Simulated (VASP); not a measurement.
# KFeAs2 (I-4m2) in VASP: single point with PBE

Aim: the single point of KFeAs2 with PBE.

Everything below comes from runs of VASP 6.6.1. Logs are shortened: lines on timing, memory, paths and dates and some standing lists are left out, and cuts for length are marked.

### 1 The cell of the first run

Symmetry: I-4m2, No. 119, tetragonal system. The conventional cell has a = 3.934 Å, b = 3.934 Å, c = 12.680 Å, α = 90.00°, β = 90.00°, γ = 90.00°. Within 2.9 Å of As (site symmetry 2mm) lie 2 Fe at 2.22 Å. Fe (site symmetry -4m2) has 4 As at 2.22 Å within 2.9 Å. K (site symmetry -4m2) has 10 As at 3.51 to 4.19 Å and 4 Fe at 3.73 Å and 4 K at 3.93 Å within 4.6 Å.

### 2 Single point, PBE, collinear spin, ferromagnetic start

Contents of INCAR:

```
SYSTEM = KFeAs2
PREC     = Accurate       ! precision mode
ENCUT    = 520            ! plane-wave cutoff, eV
EDIFF    = 1E-6           ! SCF threshold, eV
ISMEAR   = -1             ! smearing method
SIGMA    = 0.05           ! smearing width, eV
LREAL    = .False.        ! projectors in reciprocal space
LASPH    = .True.         ! aspherical terms in the spheres
NELM     = 150            ! most SCF steps
ALGO     = Normal         ! electronic algorithm
ISIF     = 2              ! what is computed and relaxed
LWAVE    = .False.        ! write WAVECAR
LCHARG   = .True.         ! write CHGCAR
ISPIN    = 2              ! spin polarisation
MAGMOM   = 0 0 3 0        ! initial moments
LORBIT   = 11             ! projections on sites
LMAXMIX  = 4              ! l up to which the mixer works
GGA      = PE             ! functional
LELF     = .True.         ! ELF
LVHAR    = .True.       
NBANDS   = 26             ! bands
```

Contents of KPOINTS:

```
regular mesh
0
Gamma
  9 9 9
  0 0 0
```

Contents of POSCAR:

```
KFeAs2
1.0
   -1.9670765391      1.9670765391      6.3401786555
    1.9670765391     -1.9670765391      6.3401786555
    1.9670765391      1.9670765391     -6.3401786555
As Fe K
2 1 1
Direct
    0.3307380000      0.3307380000      0.0000000000
    0.6692620000      0.6692620000      0.0000000000
    0.2500000000      0.7500000000      0.5000000000
    0.0000000000      0.0000000000      0.0000000000
```

Potentials or basis: VASP PAW PBE potentials, release 64 (As, Fe, K_sv).

Started as:

```
$ cat potpaw_PBE.64/As/POTCAR potpaw_PBE.64/Fe/POTCAR potpaw_PBE.64/K_sv/POTCAR > POTCAR
$ mpirun -np 1 vasp_std > vasp.out
```

OUTCAR:

```text
SYSTEM = KFeAs2
   PREC = Accurate
   ENCUT = 520
   EDIFF = 1E-6
   ISMEAR = -1
   LREAL = .False.
   LASPH = .True.
   NELM = 150
   ISIF = 2
   ISPIN = 2
   LORBIT = 11
   GGA = PE

 ion  position               nearest neighbor table
   1  0.331  0.331  0.000-   3 2.22   3 2.22
   2  0.669  0.669  0.000-   3 2.22   3 2.22
   3  0.250  0.750  0.500-   1 2.22   2 2.22   1 2.22   2 2.22
   4  0.000  0.000  0.000-

  LATTYP: Found a body centered tetragonal cell.
 ALAT       =     3.9341530782
 C/A-ratio  =     3.2231479200

  Lattice vectors:

 A1 = (  -1.9670765391,   1.9670765391,   6.3401786555)
 A2 = (   1.9670765391,  -1.9670765391,   6.3401786555)
 A3 = (   1.9670765391,   1.9670765391,  -6.3401786555)

Analysis of symmetry for initial positions (statically):
=====================================================================
 Subroutine PRICEL returns:
 Original cell was already a primitive cell.

 Routine SETGRP: Setting up the symmetry group for a
 body centered tetragonal supercell.

 Subroutine GETGRP returns: Found  8 space group operations
 (whereof  8 operations were pure point group operations)
 out of a pool of 16 trial point group operations.

The static configuration has the point symmetry D_2d.

Analysis of symmetry for dynamics (positions and initial velocities):
=====================================================================
 Subroutine PRICEL returns:
 Original cell was already a primitive cell.

 Routine SETGRP: Setting up the symmetry group for a
 body centered tetragonal supercell.

 Subroutine GETGRP returns: Found  8 space group operations
 (whereof  8 operations were pure point group operations)
 out of a pool of 16 trial point group operations.

The dynamic configuration has the point symmetry D_2d.

Analysis of structural, dynamic, and magnetic symmetry:
=====================================================================
 Subroutine PRICEL returns:
 Original cell was already a primitive cell.

 Routine SETGRP: Setting up the symmetry group for a
 body centered tetragonal supercell.

 Subroutine GETGRP returns: Found  8 space group operations
 (whereof  8 operations were pure point group operations)
 out of a pool of 16 trial point group operations.

The overall configuration has the point symmetry D_2d.

 Subroutine INISYM returns: Found  8 space group operations
 (whereof  8 operations are pure point group operations),
 and found     1 'primitive' translations

----------------------------------------------------------------------------------------

                                     Primitive cell

  volume of cell :      98.1305

  direct lattice vectors                    reciprocal lattice vectors
    -1.967076539  1.967076539  6.340178655     0.000000000  0.254184314  0.078862131
     1.967076539 -1.967076539  6.340178655     0.254184314  0.000000000  0.078862131
     1.967076539  1.967076539 -6.340178655     0.254184314  0.254184314  0.000000000

  length of vectors
     6.923629511  6.923629511  6.923629511     0.266136997  0.266136997  0.359470904

  position of ions in fractional coordinates (direct lattice)
     0.330738000  0.330738000  0.000000000
     0.669262000  0.669262000  0.000000000
     0.250000000  0.750000000  0.500000000
     0.000000000  0.000000000  0.000000000

  ion indices of the primitive-cell ions
   primitive index   ion index
                 1           1
                 2           2
                 3           3
                 4           4

----------------------------------------------------------------------------------------

 KPOINTS: regular mesh

Automatic generation of k-mesh.
 Grid dimensions read from file:
 generate k-points for:    9    9    9

 Generating k-lattice:

  Cartesian coordinates                     Fractional coordinates (reciprocal lattice)
     0.000000000  0.028242702  0.008762459     0.111111111  0.000000000 -0.000000000
     0.028242702  0.000000000  0.008762459     0.000000000  0.111111111 -0.000000000
     0.028242702  0.028242702  0.000000000     0.000000000  0.000000000  0.111111111

  Length of vectors
     0.029570777  0.029570777  0.039941212

  Shift w.r.t. Gamma in fractional coordinates (k-lattice)
     0.000000000  0.000000000  0.000000000

 Subroutine IBZKPT returns following result:
 ===========================================

 Found     75 irreducible k-points:

 Following reciprocal coordinates:
            Coordinates               Weight
  0.000000  0.000000  0.000000      1.000000
  0.111111  0.000000 -0.000000      8.000000
  0.222222  0.000000  0.000000      8.000000
  0.333333  0.000000  0.000000      8.000000
  0.444444  0.000000  0.000000      8.000000
  0.111111  0.111111 -0.000000      8.000000
[... 16 lines left out ...]
 -0.333333  0.333333  0.000000      4.000000
  0.444444  0.444444  0.000000      8.000000
 [... further k-points ...]
   k-points           NKPTS =     75   k-points in BZ     NKDIM =     75   number of bands    NBANDS=     26
   number of dos      NEDOS =    301   number of ions     NIONS =      4
   total plane-waves  NPLWV = 157464
   dimension x,y,z NGX =    54 NGY =   54 NGZ =   54
   dimension x,y,z NGXF=   108 NGYF=  108 NGZF=  108
   ions per type =               2   1   1
   NGX,Y,Z   is equivalent  to a cutoff of  12.97, 12.97, 12.97 a.u.
   NGXF,Y,Z  is equivalent  to a cutoff of  25.93, 25.93, 25.93 a.u.
 SYSTEM =  KFeAs2
   PREC   = accura    normal or accurate (medium, high low for compatibility)
   ISTART =      0    job   : 0-new  1-cont  2-samecut
   ICHARG =      2    charge: 1-file 2-atom 10-const
   ISPIN  =      2    spin polarized calculation?
   LNONCOLLINEAR =      F non collinear calculations
   LSORBIT =      F    spin-orbit coupling
   LASPH  =      T    aspherical Exc in radial PAW
   ENCUT  =  520.0 eV  38.22 Ry    6.18 a.u.  12.87 12.87 12.87*2*pi/ulx,y,z
   NELM   =    150;   NELMIN=  2; NELMDL= -5     # of ELM steps
   EDIFF  = 0.1E-05   stopping-criterion for ELM
   LREAL  =      F    real-space projection
   EDIFFG = 0.1E-04   stopping-criterion for IOM
   NSW    =      0    number of steps for IOM
   IBRION =     -1    ionic relax: 0-MD 1-quasi-New 2-CG
   NFREE  =      0    steps in history (QN), initial steepest desc. (CG)
   ISIF   =      2    stress and relaxation
   ISYM   =      2    0-nonsym 1-usesym 2-fastsym
   POTIM  = 0.5000    time-step for ionic-motion
   TEBEG  =    0.0;   TEEND  =   0.0 temperature during run
   PSTRESS=    0.0 pullay stress
   NELECT =      27.0000    total number of electrons
   NUPDOWN=      -1.0000    fix difference up-down
   EMIN   =  10.00;   EMAX   =-10.00  energy-range for DOS
   EFERMI =   0.00;   METHOD = LEGACY
   ISMEAR =    -1;   SIGMA  =   0.05  broadening in eV -4-tet -1-fermi 0-gaus
   EFERMI_NEDOS =   21; number of points for ismear=-14 and -15
   IALGO  =     38    algorithm
   IMIX   =      4    mixing-type and parameters
     AMIX     =   0.40;   BMIX     =  1.00
     AMIX_MAG =   1.60;   BMIX_MAG =  1.00
  volume/ion in A,a.u.               =      24.53       165.55
  Fermi-wavevector in a.u.,A,eV,Ry     =   1.064784  2.012150 15.425802  1.133764
  Thomas-Fermi vector in A             =   2.200314
   LORBIT       =     11    0 simple, 1 ext, 2 COOP (PROOUT), +10 PAW based schemes
   GGA     = PE    functional components
   LHFCALC =     F    Hartree Fock is set to
   AEXX    =    0.0000 exact exchange contribution
   IVDW    =     0    specifies the selected vdW correction
   LEPSILON=     F    determine dielectric tensor
   LRPA    =     F    only Hartree local field effects (RPA)
 spin polarized calculation
  energy-cutoff  :      520.00
  volume of cell :       98.13
 maximum number of plane-waves:      2679
 NGX is ok and might be reduce to    54
   NGX = 25   NGY = 25   NGZ = 25

 number of electron      27.0000003 magnetization       0.5731549

 Free energy of the ion-electron system (eV)
  ---------------------------------------------------
  ext. energy  EPLUGINS =         0.00000000
  ---------------------------------------------------
  free energy    TOTEN  =       -18.93874714 eV

  energy without entropy =      -18.91598454  energy(sigma->0) =      -18.92736584

 E-fermi :   2.6153     XC(G=0):  -9.0290

 val. band max:        2.6108140258   @ k =  -0.4444  -0.4444   0.3333
 cond. band min:       2.6177751072   @ k =   0.4444   0.3333  -0.0000
 fundamental gap:      0.0069610814
 Fermi energy:         2.6152978911

 spin component 1

 k-point     1 :       0.0000    0.0000    0.0000
  band No.  band energies     occupation
      1     -27.9586      1.00000
      2     -11.4736      1.00000
      3     -11.4075      1.00000
      4     -11.4075      1.00000
      5      -9.1198      1.00000
      6      -7.2107      1.00000
[... 17 lines left out ...]
     24      10.1775      0.00000
     25      10.6682      0.00000
[... 621 lines left out ...]
      3     -11.5837      1.00000
      4     -11.3876      1.00000
      5      -7.4266      1.00000
      6      -7.3963      1.00000
[... 17 lines left out ...]
     24      10.1957      0.00000
     25      11.9010      0.00000

 [... further k-points ...]

 spin component 2

 k-point     1 :       0.0000    0.0000    0.0000
  band No.  band energies     occupation
      1     -27.9597      1.00000
      2     -11.4751      1.00000
      3     -11.4086      1.00000
      4     -11.4086      1.00000
      5      -9.1268      1.00000
      6      -7.2231      1.00000
[... 17 lines left out ...]
     24      10.1727      0.00000
     25      10.6686      0.00000
[... 621 lines left out ...]
      3     -11.5849      1.00000
      4     -11.3886      1.00000
      5      -7.4427      1.00000
      6      -7.4133      1.00000
[... 17 lines left out ...]
     24      10.1929      0.00000
     25      11.9007      0.00000

 [... further k-points ...]

 [bands above 25 left out]

------------------------ aborting loop because EDIFF is reached ----------------------------------------

  FORCE on cell =-STRESS in cart. coord.  units (eV):
  Direction    XX          YY          ZZ          XY          YZ          ZX
  --------------------------------------------------------------------------------------
  -------------------------------------------------------------------------------------
  Total        0.9531734      0.9531734      0.5781807      0.0000000     -0.0000000      0.0000000
  in kB       15.5624688     15.5624688      9.4399611      0.0000000     -0.0000000      0.0000000
  external PRESSURE =      13.5216329 kB  Pullay stress =       0.0000000 kB

 VOLUME and BASIS-vectors are now :
 -----------------------------------------------------------------------------
  energy-cutoff  :      520.00
  volume of cell :       98.13
      direct lattice vectors                 reciprocal lattice vectors
    -1.967076539  1.967076539  6.340178655     0.000000000  0.254184314  0.078862131
     1.967076539 -1.967076539  6.340178655     0.254184314  0.000000000  0.078862131
     1.967076539  1.967076539 -6.340178655     0.254184314  0.254184314  0.000000000

 POSITION                                       TOTAL-FORCE (eV/Angst)
 -----------------------------------------------------------------------------------
      0.00000      0.00000      4.19388         0.000000      0.000000      0.209246
      0.00000      0.00000      8.48648        -0.000000     -0.000000     -0.209246
      1.96708     -0.00000      3.17009        -0.000000     -0.000000      0.000000
      0.00000      0.00000      0.00000        -0.000000     -0.000000     -0.000000
 -----------------------------------------------------------------------------------
    total drift:                               -0.000000      0.000000      0.000000

  FREE ENERGIE OF THE ION-ELECTRON SYSTEM (eV)
  ---------------------------------------------------
  free  energy   TOTEN  =       -18.9387471412 eV

  energy  without entropy=      -18.9159845426  energy(sigma->0) =      -18.92736584

 total charge

# of ion       s       p       d       tot
------------------------------------------
    1        1.251   1.486   0.047   2.784
    2        1.251   1.486   0.047   2.784
    3        0.501   0.539   6.494   7.533
    4        1.961   5.578   0.034   7.573
--------------------------------------------------
tot          4.964   9.089   6.621  20.674

 magnetization (x)

# of ion       s       p       d       tot
------------------------------------------
    1        0.000  -0.023   0.002  -0.021
    2        0.000  -0.023   0.002  -0.021
    3        0.016   0.014   0.574   0.604
    4       -0.000  -0.001   0.000  -0.001
--------------------------------------------------
tot          0.016  -0.032   0.578   0.562
```

It took 14 min on 1 thread of Intel Xeon 6975P-C (Granite Rapids), shared host; peak memory 0.7 GiB.

What came out:

```yaml
Free_energy: -18.9387 eV
Pressure: 1.4 GPa
Largest_force: 0.209 eV/Å
Net_moment: 0.57 μB per cell
Site_moments: As -0.02; Fe +0.60; K -0.00 μB
Valence_electrons_inside_the_program's_atomic_spheres: As 2.78; Fe 7.53; K 7.57
```

Forces on the atoms (eV/Å):
```
As   0.000  0.000  0.209
As   0.000  0.000 -0.209
Fe   0.000  0.000  0.000
K    0.000  0.000  0.000
```

Caveat: a cell with one magnetic atom can't hold antiferromagnetic order, which such compounds often take.
